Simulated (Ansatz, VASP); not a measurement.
Two plane-wave programs on Ir

```
Ir
1.0
     0.00000    1.90682    1.90682
     1.90682    0.00000    1.90682
     1.90682    1.90682    0.00000
Ir
1
Direct
  0.00000 0.00000 0.00000
```

Change from the starting cell: volume scaled by 0.98, PAW files.

Alike in both runs: task electric field gradients; functional PBE; k mesh 15 × 15 × 15; occupations fermi-dirac, width 0.05 eV; no spin polarisation.

```csv
,VASP,Ansatz
version,VASP 6.6.1,Ansatz 0.2.0
potentials or method,"VASP PAW PBE potentials, release 64 (Ir)","PAW with Ansatz's default frozen-core files, scalar-relativistic"
plane-wave cutoff (eV),520,420
valence electrons in the cell,9,17
```

|  | VASP | Ansatz | Ansatz less VASP |
| --- | --- | --- | --- |
| pressure (GPa) | 18.0 | 17.3 | -0.72 |

VASP's potentials hold 9 valence electrons a cell and Ansatz's 17, so a difference there can come from the potentials and not from the codes.

Neither program's run includes spin-orbit coupling.
